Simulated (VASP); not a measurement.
Write the native input for VASP 6.6.1 that does the following.

```yaml
Task: relaxation of cell and atoms
Functional: PBE
Potentials_or_basis: VASP PAW PBE potentials, release 64 (P, C)
Cutoff: 600 eV
k_mesh: 8 × 6 × 4
Occupations: gaussian, width 0.2 eV
Spin: no spin polarisation
Dipole_correction: no
Further_INCAR_settings: ALGO = Normal; EDIFF = 1e-06; IBRION = 2; EDIFFG = -0.025; NSW = 80; ISIF = 3
```

The structure of PC3 lies in POSCAR:

```
PC3
1.0
   -0.0640985237     -0.0126507741     -2.7253710501
    2.0069081198     -3.3667654151      0.0306278044
   -5.9041261594     -3.2994474128     -0.1555157127
P C
2 6
Direct
    0.0007583948      0.4895271931      0.8307982846
    0.0157389137     -0.0136146445      0.3271392272
    0.5069505898      0.1796715186      0.9453852853
    0.4992163463      0.6959060914      0.4521481394
    0.4891938209      0.8184168861      0.9431175240
    0.4672751649      0.3320229615      0.4352482534
    0.4990576116      0.5193084582      0.6195776645
    0.5218091580     -0.0212384645      0.1132522883
```

One way to write it, as run:

INCAR

```
ALGO     = Normal         # electronic algorithm
EDIFF    = 1E-6           # SCF threshold, eV
EDIFFG   = -0.025         # ionic threshold
ENCUT    = 600            # plane-wave cutoff, eV
GGA      = PE             # functional
IBRION   = 2              # ionic algorithm
ISIF     = 3              # what is computed and relaxed
ISMEAR   = 0              # smearing method
LASPH    = T              # aspherical terms in the spheres
LCHARG   = F              # write CHGCAR
LREAL    = F              # projectors in reciprocal space
LWAVE    = F              # write WAVECAR
NELM     = 60             # most SCF steps
NSW      = 80             # ionic steps
PREC     = Accurate       # precision mode
SIGMA    = 0.2            # smearing width, eV
```

KPOINTS

```
k-points
0
Gamma
  8 6 4
```

Potentials or basis: VASP PAW PBE potentials, release 64 (P, C).

Launch:

```bash
$ cat potpaw_PBE.64/P/POTCAR potpaw_PBE.64/C/POTCAR > POTCAR
$ mpirun -np 1 vasp_std > vasp.out
```

It gave:

| Item | Value |
| --- | --- |
| Relaxed volume | 9.10 Å³/atom |
| Relaxed cell | a = 2.706 Å, b = 3.940 Å, c = 6.825 Å, α = 90.01°, β = 90.16°, γ = 89.90° |
| Space group after relaxing (to 0.1 Å) | P-6m2 (No. 187) |
| Pressure after relaxing | 0.0 GPa |
| Largest force after relaxing | 0.022 eV/Å |
| Band gap on the k mesh | zero (bands 17 and 18 overlap by 5.42 eV) |

It took 16 min on 1 thread of Intel(R) Xeon(R) 6975P-C (Granite Rapids), with other jobs on the host, peak memory 0.31 GiB.
